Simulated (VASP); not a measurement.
# Sb2Pt (I4/mmm) in VASP: single point with PBEsol

Aim: the single point of Sb2Pt with PBEsol.

All numbers are computed with VASP 6.6.1; they aren't measurements. Logs are shortened: lines on timing, memory, paths and dates and some standing lists are left out, and cuts for length are marked.

### Step 1. The cell of the first run

It takes space group I4/mmm (No. 139, tetragonal). Conventional cell: a = 3.267 Å, b = 3.267 Å, c = 12.431 Å, α = 90.00°, β = 90.00°, γ = 90.00°. Within 3.8 Å of Sb (site symmetry 4mm) lie 4 Pt at 2.87 Å and 9 Sb at 3.27 to 3.64 Å. Pt (site symmetry 4/mmm) has 8 Sb at 2.87 Å and 4 Pt at 3.27 Å within 3.8 Å.

### Step 2. Single point, PBEsol

File INCAR:

```
SYSTEM = Sb2Pt
PREC = Accurate
ENCUT = 520
EDIFF = 1E-6
ISMEAR = 0
SIGMA = 0.1
LREAL = .FALSE.
LASPH = .TRUE.
NELM = 100
ALGO = Normal
ISIF = 2
LWAVE = .FALSE.
LCHARG = .FALSE.
GGA = PS
NBANDS = 17
```

File KPOINTS:

```
Automatic mesh
0
G
  18 18 18
  0 0 0
```

File POSCAR:

```
Sb2Pt
1.0
   -1.6332804805      1.6332804805      6.2153121885
    1.6332804805     -1.6332804805      6.2153121885
    1.6332804805      1.6332804805     -6.2153121885
Sb Pt
2 1
Direct
    0.3630422442      0.3630422442      0.0000000000
    0.6369577558      0.6369577558      0.0000000000
    0.0000000000      0.0000000000      0.0000000000
```

Potentials or basis: VASP PAW PBE potentials, release 64 (Sb, Pt).

Run with:

```
cat potpaw_PBE.64/Sb/POTCAR potpaw_PBE.64/Pt/POTCAR > POTCAR
mpirun -np 1 vasp_std > vasp.out
```

OUTCAR:

```text
SYSTEM = Sb2Pt
   PREC = Accurate
   ENCUT = 520
   EDIFF = 1E-6
   ISMEAR = 0
   LREAL = .FALSE.
   LASPH = .TRUE.
   NELM = 100
   ISIF = 2
   GGA = PS

 ion  position               nearest neighbor table
   1  0.363  0.363  0.000-   3 2.87   3 2.87   3 2.87   3 2.87   2 3.40   2 3.64   2 3.64   2 3.64
                             2 3.64
   2  0.637  0.637  0.000-   3 2.87   3 2.87   3 2.87   3 2.87   1 3.40   1 3.64   1 3.64   1 3.64
                             1 3.64
   3  0.000  0.000  0.000-   2 2.87   2 2.87   2 2.87   1 2.87   2 2.87   1 2.87   1 2.87   1 2.87

  LATTYP: Found a body centered tetragonal cell.
 ALAT       =     3.2665609610
 C/A-ratio  =     3.8054163156

  Lattice vectors:

 A1 = (  -1.6332804805,   1.6332804805,   6.2153121885)
 A2 = (   1.6332804805,  -1.6332804805,   6.2153121885)
 A3 = (   1.6332804805,   1.6332804805,  -6.2153121885)

Analysis of symmetry for initial positions (statically):
=====================================================================
 Subroutine PRICEL returns:
 Original cell was already a primitive cell.

 Routine SETGRP: Setting up the symmetry group for a
 body centered tetragonal supercell.

 Subroutine GETGRP returns: Found 16 space group operations
 (whereof 16 operations were pure point group operations)
 out of a pool of 16 trial point group operations.

The static configuration has the point symmetry D_4h.

Analysis of symmetry for dynamics (positions and initial velocities):
=====================================================================
 Subroutine PRICEL returns:
 Original cell was already a primitive cell.

 Routine SETGRP: Setting up the symmetry group for a
 body centered tetragonal supercell.

 Subroutine GETGRP returns: Found 16 space group operations
 (whereof 16 operations were pure point group operations)
 out of a pool of 16 trial point group operations.

The dynamic configuration has the point symmetry D_4h.

 Subroutine INISYM returns: Found 16 space group operations
 (whereof 16 operations are pure point group operations),
 and found     1 'primitive' translations

----------------------------------------------------------------------------------------

                                     Primitive cell

  volume of cell :      66.3200

  direct lattice vectors                    reciprocal lattice vectors
    -1.633280481  1.633280481  6.215312188     0.000000000  0.306132355  0.080446482
     1.633280481 -1.633280481  6.215312188     0.306132355  0.000000000  0.080446482
     1.633280481  1.633280481 -6.215312188     0.306132355  0.306132355  0.000000000

  length of vectors
     6.630634650  6.630634650  6.630634650     0.316525916  0.316525916  0.432936528

  position of ions in fractional coordinates (direct lattice)
     0.363042244  0.363042244  0.000000000
     0.636957756  0.636957756  0.000000000
     0.000000000  0.000000000  0.000000000

  ion indices of the primitive-cell ions
   primitive index   ion index
                 1           1
                 2           2
                 3           3

----------------------------------------------------------------------------------------

 KPOINTS: Automatic mesh

Automatic generation of k-mesh.
 Grid dimensions read from file:
 generate k-points for:   18   18   18

 Generating k-lattice:

  Cartesian coordinates                     Fractional coordinates (reciprocal lattice)
     0.000000000  0.017007353  0.004469249     0.055555556  0.000000000  0.000000000
     0.017007353  0.000000000  0.004469249     0.000000000  0.055555556  0.000000000
     0.017007353  0.017007353  0.000000000     0.000000000  0.000000000  0.055555556

  Length of vectors
     0.017584773  0.017584773  0.024052029

  Shift w.r.t. Gamma in fractional coordinates (k-lattice)
     0.000000000  0.000000000  0.000000000

 Subroutine IBZKPT returns following result:
 ===========================================

 Found    480 irreducible k-points:

 Following reciprocal coordinates:
            Coordinates               Weight
  0.000000  0.000000  0.000000      1.000000
  0.055556 -0.000000  0.000000      8.000000
  0.111111 -0.000000  0.000000      8.000000
  0.166667 -0.000000  0.000000      8.000000
  0.222222  0.000000  0.000000      8.000000
  0.277778 -0.000000  0.000000      8.000000
[... 16 lines left out ...]
 -0.277778  0.055556 -0.000000     16.000000
 -0.222222  0.055556  0.000000     16.000000
 [... further k-points ...]
   k-points           NKPTS =    480   k-points in BZ     NKDIM =    480   number of bands    NBANDS=     17
   number of dos      NEDOS =    301   number of ions     NIONS =      3
   total plane-waves  NPLWV = 125000
   dimension x,y,z NGX =    50 NGY =   50 NGZ =   50
   dimension x,y,z NGXF=   100 NGYF=  100 NGZF=  100
   ions per type =               2   1
   NGX,Y,Z   is equivalent  to a cutoff of  12.54, 12.54, 12.54 a.u.
   NGXF,Y,Z  is equivalent  to a cutoff of  25.07, 25.07, 25.07 a.u.
 SYSTEM =  Sb2Pt
   PREC   = accura    normal or accurate (medium, high low for compatibility)
   ISTART =      0    job   : 0-new  1-cont  2-samecut
   ICHARG =      2    charge: 1-file 2-atom 10-const
   ISPIN  =      1    spin polarized calculation?
   LNONCOLLINEAR =      F non collinear calculations
   LSORBIT =      F    spin-orbit coupling
   LASPH  =      T    aspherical Exc in radial PAW
   ENCUT  =  520.0 eV  38.22 Ry    6.18 a.u.  12.33 12.33 12.33*2*pi/ulx,y,z
   NELM   =    100;   NELMIN=  2; NELMDL= -5     # of ELM steps
   EDIFF  = 0.1E-05   stopping-criterion for ELM
   LREAL  =      F    real-space projection
   EDIFFG = 0.1E-04   stopping-criterion for IOM
   NSW    =      0    number of steps for IOM
   IBRION =     -1    ionic relax: 0-MD 1-quasi-New 2-CG
   NFREE  =      0    steps in history (QN), initial steepest desc. (CG)
   ISIF   =      2    stress and relaxation
   ISYM   =      2    0-nonsym 1-usesym 2-fastsym
   POTIM  = 0.5000    time-step for ionic-motion
   TEBEG  =    0.0;   TEEND  =   0.0 temperature during run
   PSTRESS=    0.0 pullay stress
   NELECT =      20.0000    total number of electrons
   NUPDOWN=      -1.0000    fix difference up-down
   EMIN   =  10.00;   EMAX   =-10.00  energy-range for DOS
   EFERMI =   0.00;   METHOD = LEGACY
   ISMEAR =     0;   SIGMA  =   0.10  broadening in eV -4-tet -1-fermi 0-gaus
   EFERMI_NEDOS =   21; number of points for ismear=-14 and -15
   IALGO  =     38    algorithm
   IMIX   =      4    mixing-type and parameters
     AMIX     =   0.40;   BMIX     =  1.00
     AMIX_MAG =   1.60;   BMIX_MAG =  1.00
  volume/ion in A,a.u.               =      22.11       149.18
  Fermi-wavevector in a.u.,A,eV,Ry     =   1.097834  2.074605 16.398278  1.205239
  Thomas-Fermi vector in A             =   2.234201
   LORBIT       =      0    0 simple, 1 ext, 2 COOP (PROOUT), +10 PAW based schemes
   GGA     = PS    functional components
   LHFCALC =     F    Hartree Fock is set to
   AEXX    =    0.0000 exact exchange contribution
   IVDW    =     0    specifies the selected vdW correction
   LEPSILON=     F    determine dielectric tensor
   LRPA    =     F    only Hartree local field effects (RPA)
 non-spin polarized calculation
 Gauss-broadening in eV      SIGMA  =   0.10
  energy-cutoff  :      520.00
  volume of cell :       66.32
 maximum number of plane-waves:      1812
 NGX is ok and might be reduce to    50
   NGX = 25   NGY = 25   NGZ = 25

 number of electron      20.0000000 magnetization

 Free energy of the ion-electron system (eV)
  ---------------------------------------------------
  ext. energy  EPLUGINS =         0.00000000
  ---------------------------------------------------
  free energy    TOTEN  =       -16.49500188 eV

  energy without entropy =      -16.48819220  energy(sigma->0) =      -16.49159704

 E-fermi :   9.8155     XC(G=0): -11.2060

 val. band max:        9.8048346344   @ k =  -0.2778  -0.2778   0.0556
 cond. band min:       9.8162427978   @ k =   0.2222   0.2222   0.1111
 fundamental gap:      0.0114081634
 Fermi energy:         9.8154568419

 k-point     1 :       0.0000    0.0000    0.0000
  band No.  band energies     occupation
      1      -3.5454      2.00000
      2      -0.7585      2.00000
      3       2.3361      2.00000
      4       4.8565      2.00000
      5       6.0281      2.00000
      6       6.0281      2.00000
[... 9 lines left out ...]
     16      15.9226      0.00000
     17      18.0301      0.00000

 k-point     2 :       0.0556   -0.0000    0.0000
  band No.  band energies     occupation
      1      -3.4966      2.00000
      2      -0.7451      2.00000
      3       2.4025      2.00000
      4       4.8691      2.00000
      5       5.9973      2.00000
      6       6.0434      2.00000
[... 9 lines left out ...]
     16      16.3882      0.00000
     17      18.0568      0.00000

 k-point     3 :       0.1111   -0.0000    0.0000
  band No.  band energies     occupation
      1      -3.3509      2.00000
      2      -0.7037      2.00000
      3       2.5967      2.00000
      4       4.8972      2.00000
      5       5.9068      2.00000
      6       6.0877      2.00000
[... 9 lines left out ...]
     16      17.6070      0.00000
     17      17.8718      0.00000

 k-point     4 :       0.1667   -0.0000    0.0000
  band No.  band energies     occupation
      1      -3.1104      2.00000
      2      -0.6317      2.00000
      3       2.9029      2.00000
      4       4.9049      2.00000
      5       5.7665      2.00000
      6       6.1562      2.00000
[... 9 lines left out ...]
     16      17.6517      0.00000
     17      18.5681      0.00000

 k-point     5 :       0.2222    0.0000    0.0000
  band No.  band energies     occupation
      1      -2.7791      2.00000
      2      -0.5286      2.00000
      3       3.2921      2.00000
      4       4.8079      2.00000
      5       5.5945      2.00000
      6       6.2409      2.00000
[... 9 lines left out ...]
     16      17.6553      0.00000
     17      17.8992      0.00000

 k-point     6 :       0.2778   -0.0000    0.0000
  band No.  band energies     occupation
      1      -2.3645      2.00000
      2      -0.4000      2.00000
      3       3.7027      2.00000
      4       4.4783      2.00000
      5       5.4168      2.00000
      6       6.1658      2.00000
[... 9 lines left out ...]
     16      17.3041      0.00000
     17      17.9081      0.00000

 k-point     7 :       0.3333   -0.0000    0.0000
  band No.  band energies     occupation
      1      -1.8802      2.00000
      2      -0.2618      2.00000
      3       3.7257      2.00000
      4       4.2063      2.00000
      5       5.2814      2.00000
      6       5.9919      2.00000
[... 9 lines left out ...]
     16      17.2098      0.00000
     17      17.9122      0.00000

 k-point     8 :       0.3889   -0.0000    0.0000
  band No.  band energies     occupation
      1      -1.3553      2.00000
      2      -0.1463      2.00000
      3       3.0541      2.00000
      4       4.3479      2.00000
      5       5.2537      2.00000
      6       5.8591      2.00000
[... 9 lines left out ...]
     16      17.2825      0.00000
     17      18.0093      0.00000
[... 203 lines left out ...]
      1      -0.5742      2.00000
      2      -0.0988      2.00000
      3       2.2699      2.00000
      4       4.3022      2.00000
      5       5.3662      2.00000
      6       5.7004      2.00000
[... 9 lines left out ...]
     16      17.5848      0.00000
     17      18.1397      0.00000

 k-point    20 :      -0.4444    0.0556    0.0000
  band No.  band energies     occupation
      1      -0.8523      2.00000
      2      -0.0407      2.00000
      3       2.5405      2.00000
      4       4.3424      2.00000
      5       5.2829      2.00000
      6       5.7481      2.00000
[... 9 lines left out ...]
     16      17.6388      0.00000
     17      18.0651      0.00000

 k-point    21 :      -0.3889    0.0556   -0.0000
  band No.  band energies     occupation
      1      -1.3475      2.00000
      2      -0.0667      2.00000
      3       3.1418      2.00000
      4       4.3498      2.00000
      5       5.1819      2.00000
      6       5.8518      2.00000
[... 9 lines left out ...]
     16      17.6783      0.00000
     17      18.0122      0.00000

 k-point    22 :      -0.3333    0.0556   -0.0000
  band No.  band energies     occupation
      1      -1.8678      2.00000
      2      -0.1722      2.00000
      3       3.8155      2.00000
      4       4.1709      2.00000
      5       5.2129      2.00000
      6       5.9839      2.00000
[... 9 lines left out ...]
     16      17.5077      0.00000
     17      18.0708      0.00000

 k-point    23 :      -0.2778    0.0556   -0.0000
  band No.  band energies     occupation
      1      -2.3463      2.00000
      2      -0.3071      2.00000
      3       3.6883      2.00000
      4       4.5094      2.00000
      5       5.3662      2.00000
      6       6.1090      2.00000
[... 9 lines left out ...]
     16      17.3956      0.00000
     17      17.9149      0.00000

 k-point    24 :      -0.2222    0.0556    0.0000
  band No.  band energies     occupation
      1      -2.7547      2.00000
      2      -0.4398      2.00000
      3       3.2636      2.00000
      4       4.8409      2.00000
      5       5.5495      2.00000
      6       6.2373      2.00000
[... 9 lines left out ...]
     16      17.4898      0.00000
     17      18.0816      0.00000

 [... further k-points ...]

------------------------ aborting loop because EDIFF is reached ----------------------------------------

  FORCE on cell =-STRESS in cart. coord.  units (eV):
  Direction    XX          YY          ZZ          XY          YZ          ZX
  --------------------------------------------------------------------------------------
  -------------------------------------------------------------------------------------
  Total       -0.0143728     -0.0143728     -0.0370765      0.0000000      0.0000000      0.0000000
  in kB       -0.3472213     -0.3472213     -0.8957057      0.0000000      0.0000000      0.0000000
  external PRESSURE =      -0.5300495 kB  Pullay stress =       0.0000000 kB

 VOLUME and BASIS-vectors are now :
 -----------------------------------------------------------------------------
  energy-cutoff  :      520.00
  volume of cell :       66.32
      direct lattice vectors                 reciprocal lattice vectors
    -1.633280481  1.633280481  6.215312188     0.000000000  0.306132355  0.080446482
     1.633280481 -1.633280481  6.215312188     0.306132355  0.000000000  0.080446482
     1.633280481  1.633280481 -6.215312188     0.306132355  0.306132355  0.000000000

 POSITION                                       TOTAL-FORCE (eV/Angst)
 -----------------------------------------------------------------------------------
      0.00000      0.00000      4.51284        -0.000000     -0.000000     -0.011025
      0.00000      0.00000      7.91778        -0.000000     -0.000000      0.011025
      0.00000      0.00000      0.00000         0.000000      0.000000      0.000000
 -----------------------------------------------------------------------------------
    total drift:                                0.000000     -0.000000     -0.000000

  FREE ENERGIE OF THE ION-ELECTRON SYSTEM (eV)
  ---------------------------------------------------
  free  energy   TOTEN  =       -16.4950018768 eV

  energy  without entropy=      -16.4881921966  energy(sigma->0) =      -16.49159704
```

Wall time 23 min (1 thread of Intel Xeon Platinum 8259CL at 2.50GHz (Skylake/Cascade Lake), shared host); peak memory 0.77 GiB.

What came out:

| Item | Value |
| --- | --- |
| Free energy | -16.4950 eV |
| Pressure | -0.1 GPa |
| Largest force | 0.011 eV/Å |
| Band gap on the k mesh | zero (bands 10 and 11 overlap by 2.62 eV) |

Forces on the atoms (eV/Å):
```
Sb   0.000  0.000 -0.011
Sb   0.000  0.000  0.011
Pt   0.000  0.000  0.000
```

Caveat: the PAW data sets were made with another functional, which shifts forces and pressure a little; spin-orbit coupling is left out, which moves the levels of the heavy elements.
